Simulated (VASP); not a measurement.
Set up this calculation in VASP 6.6.1, as the native input.

| Quantity | Value |
| --- | --- |
| Task | relaxation of cell and atoms |
| Functional | PBEsol |
| Potentials or basis | VASP PAW PBE potentials, release 64 (Ba_sv, H) |
| Cutoff | 500 eV |
| k mesh | 10 × 10 × 10 |
| Occupations | gaussian, width 0.03 eV |
| Spin | no spin polarisation |
| Target pressure | 65 GPa |
| Dipole correction | no |
| Further INCAR settings | ALGO = Normal; EDIFF = 1e-07; IBRION = 2; EDIFFG = -0.002; NSW = 80; ISIF = 3 |

The structure of BaH4 lies in POSCAR:

```
BaH4
1.0
   -1.6842306627      1.6842306627      3.0371434212
    1.6842306627     -1.6842306627      3.0371434212
    1.6842306627      1.6842306627     -3.0371434212
Ba H
1 4
Direct
    0.0000000000      0.0000000000      0.0000000000
    0.7500000000      0.2500000000      0.5000000000
    0.2500000000      0.7500000000      0.5000000000
    0.4320275156      0.4320275156      0.0000000000
    0.5679724844      0.5679724844      0.0000000000
```

The input as run:

INCAR

```
SYSTEM = BaH4
ALGO = Normal ; EDIFF = 1E-7
EDIFFG = -0.002 ; ENCUT = 500
GGA = PS ; GGA_COMPAT = .FALSE.
IBRION = 2 ; ISIF = 3
ISMEAR = 0 ; LASPH = .TRUE.
LCHARG = .FALSE. ; LREAL = .FALSE.
LWAVE = .FALSE. ; NELM = 120
NELMIN = 4 ; NSW = 80
PREC = Accurate ; PSTRESS = 650.0
SIGMA = 0.03
```

KPOINTS

```
k-points
0
G
  10 10 10
  0 0 0
```

Potentials or basis: VASP PAW PBE potentials, release 64 (Ba_sv, H).

Run with:

```console
$ cat potpaw_PBE.64/Ba_sv/POTCAR potpaw_PBE.64/H/POTCAR > POTCAR
$ mpirun -np 1 vasp_std > vasp.out
```

Results of the run:

```
Relaxed volume                                             : 6.59 Å³/atom
Relaxed cell                                               : a = 3.802 Å, b = 3.802 Å, c = 3.802 Å, α = 128.24°, β = 128.24°, γ = 76.24°
Space group after relaxing (to 0.1 Å)                      : I4/mmm (No. 139)
Energy change on relaxing (the run minimises the enthalpy) : +112.3 meV/atom
Ionic steps                                                : 8
Pressure after relaxing                                    : 65.0 GPa
Band gap on the k mesh                                     : zero (bands 7 and 8 overlap by 0.23 eV)
```

Caveat: the cell is relaxed towards a set pressure, so the run minimises the enthalpy, not the energy; the PAW data sets were made with another functional, which shifts forces and pressure a little; spin-orbit coupling is left out, which moves the levels of the heavy elements.

Run time: 2.8 min on 1 thread of Intel(R) Xeon(R) 6975P-C (Granite Rapids), on a shared host, peak memory 0.2 GiB.
